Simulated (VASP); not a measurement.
# Sr4LiCl8 (a cell with a defect) in VASP: single point with PBE

Aim: the single point of Sr4LiCl8 (a cell with a defect) with PBE.

Program: VASP 6.6.1. These are calculated values, not measurements. Logs are shortened: lines on timing, memory, paths and dates and some standing lists are left out, and cuts for length are marked.

### 1 The cell of the first run

The cell holds a defect, 13 atoms: a = 6.965 Å, b = 6.965 Å, c = 6.965 Å, α = 90.00°, β = 90.00°, γ = 90.00°.

### 2 Single point, PBE

Input file INCAR:

```
SYSTEM = Sr4LiCl8
PREC     = Accurate       ! precision mode
ENCUT    = 520            ! plane-wave cutoff, eV
EDIFF    = 1E-7           ! SCF threshold, eV
ISMEAR   = -1             ! smearing method
SIGMA    = 0.02           ! smearing width, eV
LREAL    = .False.        ! projectors in reciprocal space
LASPH    = .True.         ! aspherical terms in the spheres
NELM     = 100            ! most SCF steps
ALGO     = Normal         ! electronic algorithm
ISIF     = 2              ! what is computed and relaxed
LWAVE    = .False.        ! write WAVECAR
LCHARG   = .False.        ! write CHGCAR
GGA      = PE             ! functional
NELECT   = 98.0         
NBANDS   = 62             ! bands
```

Input file KPOINTS:

```
regular mesh
0
Gamma
  2 2 2
  0 0 0
```

Input file POSCAR:

```
Sr4LiCl8
1.0
    6.9650000000      0.0000000000      0.0000000000
    0.0000000000      6.9650000000      0.0000000000
    0.0000000000      0.0000000000      6.9650000000
Sr Cl Li
4 8 1
Direct
   -0.0048910266     -0.0048763819      0.0003072505
    0.4951009332      0.4950010050      0.0002849964
    0.4950864322     -0.0048768126      0.5002153625
   -0.0051780330      0.4952515434      0.5006081838
    0.2506404882      0.2393966978      0.2446631730
    0.7397329505      0.7505711414      0.7556592965
    0.7383633884      0.7517233309      0.2428887294
    0.2519517588      0.2384055994      0.7575974156
    0.7386657574      0.2378999282      0.7566666188
    0.2517234745      0.7522666188      0.2436992103
    0.2525508973      0.7518666188      0.7571056712
    0.7376735104      0.2382838478      0.2433504666
    0.4946435032      0.9952198134      0.0006331658
```

Potentials or basis: VASP PAW PBE potentials, release 64 (Sr_sv, Cl, Li_sv).

The run is started by

```console
cat potpaw_PBE.64/Sr_sv/POTCAR potpaw_PBE.64/Cl/POTCAR potpaw_PBE.64/Li_sv/POTCAR > POTCAR
mpirun -np 1 vasp_std > vasp.out
```

OUTCAR:

```text
SYSTEM = Sr4LiCl8
   PREC = Accurate
   ENCUT = 520
   EDIFF = 1E-7
   ISMEAR = -1
   LREAL = .False.
   LASPH = .True.
   NELM = 100
   ISIF = 2
   GGA = PE
   NELECT = 98.0

 ion  position               nearest neighbor table
   1  0.995  0.995  0.000-   7 2.99   8 2.99   9 2.99  10 2.99  12 2.99  11 2.99   5 2.99   6 2.99
                            13 3.48  13 3.49   4 4.92   4 4.92   2 4.92   2 4.92   3 4.92   3 4.92
   2  0.495  0.495  0.000-  12 2.99   8 2.99   7 2.99  11 2.99  10 2.99   9 2.99   5 2.99   6 3.00
                            13 3.48  13 3.48   4 4.92   3 4.92   1 4.92   1 4.92   3 4.92   4 4.92
   3  0.495  0.995  0.500-  12 2.99  11 2.99  10 2.99   9 2.99   8 2.99   7 2.99   5 2.99   6 3.00
                            13 3.48  13 3.49   4 4.92   2 4.92   4 4.92   1 4.92   1 4.92   2 4.92
   4  0.995  0.495  0.501-   6 3.08   5 3.09   9 3.09   7 3.10  10 3.10  11 3.10   8 3.10  12 3.10
                             2 4.92   1 4.92   3 4.92   1 4.92   3 4.92   2 4.92   2 4.93   3 4.93
   5  0.251  0.239  0.245-   1 2.99   3 2.99   2 2.99   4 3.09
   6  0.740  0.751  0.756-   1 2.99   3 3.00   2 3.00   4 3.08
   7  0.738  0.752  0.243-   2 2.99   1 2.99   3 2.99   4 3.10
   8  0.252  0.238  0.758-   2 2.99   1 2.99   3 2.99   4 3.10
   9  0.739  0.238  0.757-   3 2.99   1 2.99   2 2.99   4 3.09
  10  0.252  0.752  0.244-   3 2.99   1 2.99   2 2.99   4 3.10
  11  0.253  0.752  0.757-   2 2.99   3 2.99   1 2.99   4 3.10
  12  0.738  0.238  0.243-   2 2.99   3 2.99   1 2.99   4 3.10
  13  0.495  0.995  0.001-   1 3.48   3 3.48   2 3.48   2 3.48   3 3.49   1 3.49

  LATTYP: Found a simple cubic cell.
 ALAT       =     6.9650000000

  Lattice vectors:

 A1 = (   6.9650000000,   0.0000000000,   0.0000000000)
 A2 = (   0.0000000000,   6.9650000000,   0.0000000000)
 A3 = (   0.0000000000,   0.0000000000,   6.9650000000)

Analysis of symmetry for initial positions (statically):
=====================================================================
 Subroutine PRICEL returns:
 Original cell was already a primitive cell.

 Routine SETGRP: Setting up the symmetry group for a
 simple cubic supercell.

 Subroutine GETGRP returns: Found  1 space group operations
 (whereof  1 operations were pure point group operations)
 out of a pool of 48 trial point group operations.

The static configuration has the point symmetry C_1 .

Analysis of symmetry for dynamics (positions and initial velocities):
=====================================================================
 Subroutine PRICEL returns:
 Original cell was already a primitive cell.

 Routine SETGRP: Setting up the symmetry group for a
 simple cubic supercell.

 Subroutine GETGRP returns: Found  1 space group operations
 (whereof  1 operations were pure point group operations)
 out of a pool of 48 trial point group operations.

The dynamic configuration has the point symmetry C_1 .

 Subroutine INISYM returns: Found  1 space group operations
 (whereof  1 operations are pure point group operations),
 and found     1 'primitive' translations

----------------------------------------------------------------------------------------

                                     Primitive cell

  volume of cell :     337.8807

  direct lattice vectors                    reciprocal lattice vectors
     6.965000000  0.000000000  0.000000000     0.143575018  0.000000000  0.000000000
     0.000000000  6.965000000  0.000000000     0.000000000  0.143575018  0.000000000
     0.000000000  0.000000000  6.965000000     0.000000000  0.000000000  0.143575018

  length of vectors
     6.965000000  6.965000000  6.965000000     0.143575018  0.143575018  0.143575018

  position of ions in fractional coordinates (direct lattice)
     0.995108973  0.995123618  0.000307251
     0.495100933  0.495001005  0.000284996
     0.495086432  0.995123187  0.500215363
     0.994821967  0.495251543  0.500608184
     0.250640488  0.239396698  0.244663173
     0.739732950  0.750571141  0.755659296
     0.738363388  0.751723331  0.242888729
     0.251951759  0.238405599  0.757597416
     0.738665757  0.237899928  0.756666619
     0.251723474  0.752266619  0.243699210
     0.252550897  0.751866619  0.757105671
     0.737673510  0.238283848  0.243350467
     0.494643503  0.995219813  0.000633166

  ion indices of the primitive-cell ions
   primitive index   ion index
[... 26 lines left out ...]
     0.000000000  0.071787509  0.000000000     0.000000000  0.500000000  0.000000000
     0.000000000  0.000000000  0.071787509     0.000000000  0.000000000  0.500000000

  Length of vectors
     0.071787509  0.071787509  0.071787509

  Shift w.r.t. Gamma in fractional coordinates (k-lattice)
     0.000000000  0.000000000  0.000000000

 Subroutine IBZKPT returns following result:
 ===========================================

 Found      8 irreducible k-points:

 Following reciprocal coordinates:
            Coordinates               Weight
  0.000000  0.000000  0.000000      1.000000
  0.500000  0.000000  0.000000      1.000000
  0.000000  0.500000  0.000000      1.000000
  0.000000  0.000000  0.500000      1.000000
  0.500000  0.500000  0.000000      1.000000
  0.000000  0.500000  0.500000      1.000000
  0.500000  0.000000  0.500000      1.000000
  0.500000  0.500000  0.500000      1.000000
   k-points           NKPTS =      8   k-points in BZ     NKDIM =      8   number of bands    NBANDS=     62
   number of dos      NEDOS =    301   number of ions     NIONS =     13
   total plane-waves  NPLWV = 157464
   dimension x,y,z NGX =    54 NGY =   54 NGZ =   54
   dimension x,y,z NGXF=   108 NGYF=  108 NGZF=  108
   ions per type =               4   8   1
   NGX,Y,Z   is equivalent  to a cutoff of  12.89, 12.89, 12.89 a.u.
   NGXF,Y,Z  is equivalent  to a cutoff of  25.78, 25.78, 25.78 a.u.
 SYSTEM =  Sr4LiCl8
   PREC   = accura    normal or accurate (medium, high low for compatibility)
   ISTART =      0    job   : 0-new  1-cont  2-samecut
   ICHARG =      2    charge: 1-file 2-atom 10-const
   ISPIN  =      1    spin polarized calculation?
   LNONCOLLINEAR =      F non collinear calculations
   LSORBIT =      F    spin-orbit coupling
   LASPH  =      T    aspherical Exc in radial PAW
   ENCUT  =  520.0 eV  38.22 Ry    6.18 a.u.  12.95 12.95 12.95*2*pi/ulx,y,z
   NELM   =    100;   NELMIN=  2; NELMDL= -5     # of ELM steps
   EDIFF  = 0.1E-06   stopping-criterion for ELM
   LREAL  =      F    real-space projection
   EDIFFG = 0.1E-05   stopping-criterion for IOM
   NSW    =      0    number of steps for IOM
   IBRION =     -1    ionic relax: 0-MD 1-quasi-New 2-CG
   NFREE  =      0    steps in history (QN), initial steepest desc. (CG)
   ISIF   =      2    stress and relaxation
   ISYM   =      2    0-nonsym 1-usesym 2-fastsym
   POTIM  = 0.5000    time-step for ionic-motion
   TEBEG  =    0.0;   TEEND  =   0.0 temperature during run
   PSTRESS=    0.0 pullay stress
   NELECT =      98.0000    total number of electrons
   NUPDOWN=      -1.0000    fix difference up-down
   EMIN   =  10.00;   EMAX   =-10.00  energy-range for DOS
   EFERMI =   0.00;   METHOD = LEGACY
   ISMEAR =    -1;   SIGMA  =   0.02  broadening in eV -4-tet -1-fermi 0-gaus
   EFERMI_NEDOS =   21; number of points for ismear=-14 and -15
   IALGO  =     38    algorithm
   IMIX   =      4    mixing-type and parameters
     AMIX     =   0.40;   BMIX     =  1.00
     AMIX_MAG =   1.60;   BMIX_MAG =  1.00
  volume/ion in A,a.u.               =      25.99       175.39
  Fermi-wavevector in a.u.,A,eV,Ry     =   1.083667  2.047833 15.977778  1.174334
  Thomas-Fermi vector in A             =   2.219738
   LORBIT       =      0    0 simple, 1 ext, 2 COOP (PROOUT), +10 PAW based schemes
   GGA     = PE    functional components
   LHFCALC =     F    Hartree Fock is set to
   AEXX    =    0.0000 exact exchange contribution
   IVDW    =     0    specifies the selected vdW correction
   LEPSILON=     F    determine dielectric tensor
   LRPA    =     F    only Hartree local field effects (RPA)
 non-spin polarized calculation
  energy-cutoff  :      520.00
  volume of cell :      337.88
 maximum number of plane-waves:      9124
 NGX is ok and might be reduce to    54
   NGX = 25   NGY = 25   NGZ = 25

 number of electron      98.0000002 magnetization

 Free energy of the ion-electron system (eV)
  ---------------------------------------------------
  ext. energy  EPLUGINS =         0.00000000
  ---------------------------------------------------
  free energy    TOTEN  =       -56.53253837 eV

  energy without entropy =      -56.53253837  energy(sigma->0) =      -56.53253837

 E-fermi :   0.9699     XC(G=0):  -8.3962

 val. band max:        0.4518686268   @ k =   0.0000   0.0000   0.0000
 cond. band min:       5.1900615888   @ k =   0.0000   0.0000   0.0000
 fundamental gap:      4.7381929620
 Fermi energy:         0.9699136913

 k-point     1 :       0.0000    0.0000    0.0000
  band No.  band energies     occupation
      1     -44.9371      2.00000
      2     -32.6980      2.00000
      3     -32.1485      2.00000
      4     -32.1447      2.00000
      5     -32.1447      2.00000
      6     -14.7910      2.00000
[... 501 lines left out ...]
     60       7.8984      0.00000
     61       7.9045      0.00000
 [bands above 61 left out]

------------------------ aborting loop because EDIFF is reached ----------------------------------------

  FORCE on cell =-STRESS in cart. coord.  units (eV):
  Direction    XX          YY          ZZ          XY          YZ          ZX
  --------------------------------------------------------------------------------------
  -------------------------------------------------------------------------------------
  Total       -3.0049926     -3.0045696     -3.0051354     -0.0191742      0.0164414     -0.0255533
  in kB      -14.2492050    -14.2471989    -14.2498820     -0.0909210      0.0779626     -0.1211697
  external PRESSURE =     -14.2487619 kB  Pullay stress =       0.0000000 kB

 VOLUME and BASIS-vectors are now :
 -----------------------------------------------------------------------------
  energy-cutoff  :      520.00
  volume of cell :      337.88
      direct lattice vectors                 reciprocal lattice vectors
     6.965000000  0.000000000  0.000000000     0.143575018  0.000000000  0.000000000
     0.000000000  6.965000000  0.000000000     0.000000000  0.143575018  0.000000000
     0.000000000  0.000000000  6.965000000     0.000000000  0.000000000  0.143575018

 POSITION                                       TOTAL-FORCE (eV/Angst)
 -----------------------------------------------------------------------------------
      6.93093      6.93104      0.00214        -0.003484     -0.002204     -0.002206
      3.44838      3.44768      0.00198         0.001750      0.004003     -0.001983
      3.44828      6.93103      3.48400         0.001887     -0.002207      0.003850
      6.92894      3.44943      3.48674         0.004184     -0.001950     -0.005019
      1.74571      1.66740      1.70408        -0.004191      0.004441      0.004312
      5.15224      5.22773      5.26317         0.001632     -0.001655     -0.001424
      5.14270      5.23575      1.69172         0.007154     -0.007258      0.008270
      1.75484      1.66049      5.27667        -0.007852      0.007441     -0.008608
      5.14481      1.65697      5.27018         0.006012      0.007684     -0.005885
      1.75325      5.23954      1.69736        -0.007447     -0.008322      0.007131
      1.75902      5.23675      5.27324        -0.008304     -0.007389     -0.007038
      5.13790      1.65965      1.69494         0.009462      0.008015      0.008122
      3.44519      6.93171      0.00441        -0.000802     -0.000598      0.000477
 -----------------------------------------------------------------------------------
    total drift:                                0.000037      0.000065     -0.000023

  FREE ENERGIE OF THE ION-ELECTRON SYSTEM (eV)
  ---------------------------------------------------
  free  energy   TOTEN  =       -56.5325383675 eV

  energy  without entropy=      -56.5325383675  energy(sigma->0) =      -56.53253837
```

It took 4.9 min on 1 thread of Intel Xeon Platinum 8488C (Sapphire Rapids), shared host; peak memory 0.45 GiB.

Results:

```
Free energy   : -56.5325 eV
Largest force : 0.015 eV/Å
```

Forces on the atoms (eV/Å):
```
Sr  -0.003 -0.002 -0.002
Sr   0.002  0.004 -0.002
Sr   0.002 -0.002  0.004
Sr   0.004 -0.002 -0.005
Cl  -0.004  0.004  0.004
Cl   0.002 -0.002 -0.001
Cl   0.007 -0.007  0.008
Cl  -0.008  0.007 -0.009
Cl   0.006  0.008 -0.006
Cl  -0.007 -0.008  0.007
Cl  -0.008 -0.007 -0.007
Cl   0.009  0.008  0.008
Li  -0.001 -0.001  0.000
```

Caveat: the k points lie up to 0.45 Å⁻¹ apart; the cell carries a net charge on a neutralising background, which shifts energy and pressure; the cell is charged against a uniform background, so pressure and absolute levels hang on convention; the cutoff is under 1.25 times the usual one of these potentials, so pressure, stress and relaxed cells hold a basis-set (Pulay) error.
